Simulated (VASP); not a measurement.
**Be: relaxation of cell and atoms with PBE**

Crystal: Be.

```
CELL_PARAMETERS angstrom
0.00000 1.59500 1.59500
1.59500 0.00000 1.59500
1.59500 1.59500 0.00000
ATOMIC_POSITIONS crystal
Be 0.00000 0.00000 0.00000
```

This isn't the form of Be at room conditions, which is hcp.

```yaml
Program: VASP 6.6.1
Task: relaxation of cell and atoms
Functional: PBE
Potentials_or_basis: VASP PAW PBE potentials, release 64 (Be)
Cutoff: 600 eV
k_mesh: 23 × 23 × 23
Occupations: fermi-dirac, width 0.1 eV
Spin: no spin polarisation
Dipole_correction: no
Further_INCAR_settings: ALGO = Normal; EDIFF = 1e-07; IBRION = 2; EDIFFG = -0.03; NSW = 50; ISIF = 3
```

* Relaxed volume: 7.92 Å³/atom
* Relaxed cell: a = 2.238 Å, b = 2.238 Å, c = 2.238 Å, α = 60.00°, β = 60.00°, γ = 60.00°
* Space group after relaxing (to 0.1 Å): Fm-3m (No. 225)
* Energy gained by relaxing: 2.3 meV/atom
* Ionic steps: 2
* Pressure after relaxing: -0.6 GPa
* Band gap on the k mesh: zero (bands 1 and 2 overlap by 0.65 eV)

Step by step:
| step | energy change (eV) | largest force (eV/Å) | pressure (GPa) | volume (Å³) |
| --- | --- | --- | --- | --- |
| 1 | 0.0000 | 0.0000 | -3.23 | 8.12 |
| 2 | -0.0023 | 0.0000 | -0.56 | 7.92 |

Final structure:
```
CELL_PARAMETERS angstrom
0.00000 1.58240 1.58240
1.58240 0.00000 1.58240
1.58240 1.58240 0.00000
ATOMIC_POSITIONS crystal
Be 0.00000 0.00000 0.00000
```

Levels at points of the mesh, in eV from the Fermi level:
| k point | band 1 | band 2 | band 3 | band 4 | band 5 |
| --- | --- | --- | --- | --- | --- |
| (0.00, 0.00, 0.00) | -11.79 | 19.38 | 19.38 | 19.38 | 29.04 |

Run time: 16 s on 1 thread of Intel(R) Xeon(R) Platinum 8259CL CPU @ 2.50GHz (Skylake/Cascade Lake), with other jobs on the host, peak memory 0.13 GiB.
